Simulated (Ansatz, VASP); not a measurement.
# Hg in VASP and in Ansatz

```
Hg
1.0
     0.00000    2.39191    2.39191
     2.39191    0.00000    2.39191
     2.39191    2.39191    0.00000
Hg
1
Cartesian
  3.8749 1.9207 2.4756
```

Alike in both runs: task single point; functional PBE; k mesh 8 × 8 × 8; occupations gaussian, width 0.1 eV; no spin polarisation.

```csv
,VASP,Ansatz
version,VASP 6.6.1,Ansatz 0.2.0
potentials or method,"VASP PAW PBE potentials, release 64 (Hg), cutoff 500 eV","scalar-relativistic, plane waves, PAW"
valence electrons in the cell,12,20
```

|  | VASP | Ansatz | Ansatz less VASP |
| --- | --- | --- | --- |
| gap on the k mesh at the Fermi level (eV) | none | none | - |
| pressure (GPa) | 1.9 | 1.8 | -0.14 |

A gap of «none» marks a metal or a gap that the smearing closes. VASP's potentials hold 12 valence electrons a cell and Ansatz's 20, so a difference there can come from the potentials and not from the codes.

Spin-orbit coupling is off throughout.
